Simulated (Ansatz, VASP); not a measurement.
HfN: VASP beside Ansatz

```xyz
2
Lattice="0.5506 2.5652 2.5652 2.5652 0.5506 2.5652 2.5652 2.5652 0.5506" Properties=species:S:1:pos:R:3 pbc="T T T"
Hf    0.0000    0.0000    0.0000
N     2.8405    2.8405    2.8405
```

Alike in both runs: task single point; functional PBE; k mesh 20 × 20 × 20; occupations gaussian, width 0.15 eV; no spin polarisation.

|  | VASP | Ansatz |
| --- | --- | --- |
| version | VASP 6.6.1 | Ansatz 0.2.0 |
| potentials or method | VASP PAW PBE potentials, release 64 (Hf_pv, N), cutoff 520 eV | scalar-relativistic, plane waves, PAW |
| valence electrons in the cell | 15 | 31 |

Ansatz gave:

| Property | Result |
| --- | --- |
| gap on the k mesh at the Fermi level (eV) | none |
| pressure (GPa) | 10.6 |
| traceless stress, the component that is largest in VASP (GPa) | -41.08 |

**Question.** What did VASP give for the same quantities?

**Answer.** gap on the k mesh at the Fermi level (eV): none; pressure (GPa): 8.5; traceless stress, the component that is largest in VASP (GPa): -41.55.

A gap of «none» marks a metal or a gap that the smearing closes. VASP's potentials hold 15 valence electrons a cell and Ansatz's 31, so a difference there can come from the potentials and not from the codes.

Spin-orbit coupling is off throughout.
